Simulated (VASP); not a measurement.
Input of a VASP 6.6.1 run:

File INCAR:

```
SYSTEM = CdInS2
ALGO = Normal
EDIFF = 1E-6
ENCUT = 520
GGA = PE
ISIF = 2
ISMEAR = 0
LASPH = .True.
LCHARG = .False.
LREAL = .False.
LWAVE = .False.
NBANDS = 26
NELM = 60
PREC = Accurate
SIGMA = 0.15
```

File KPOINTS:

```
k-points
0
Gamma
  12 12 6
  0 0 0
```

POSCAR

```
CdInS2
1.0
    3.6946776531      0.0000000000      0.0000000000
   -1.8473388265      3.1996847064      0.0000000000
    0.0000000000      0.0000000000      7.4761802310
Cd In S
1 1 2
Direct
    0.0000000000      0.0000000000      0.0000000000
    0.0000000000      0.0000000000      0.5000000000
    0.6666666667      0.3333333333      0.7823009908
    0.3333333333      0.6666666667      0.2176990092
```

Potentials or basis: VASP PAW PBE potentials, release 64 (Cd, In_d, S).

Command:

```console
$ cat potpaw_PBE.64/Cd/POTCAR potpaw_PBE.64/In_d/POTCAR potpaw_PBE.64/S/POTCAR > POTCAR
$ mpirun -np 1 vasp_std > vasp.out
```

Q: What does it give for the pressure?

A: 0.9 GPa.

Q: What does it give for the band gap on the k mesh?

A: Zero (an odd number of electrons rules out a gap without spin polarisation).

Q: Predict the largest force.

A: 0.822 eV/Å.

Stress tensor (GPa, compression positive):
```
 5.23  0.00  0.00
 0.00  5.23  0.00
 0.00  0.00 -7.68
```

Caveat: the stress differs along the axes, from -8 to 5 GPa; spin-orbit coupling is left out, which moves the levels of the heavy elements; an odd number of electrons without spin polarisation forces a metal; a magnetic or distorted state may lie lower.
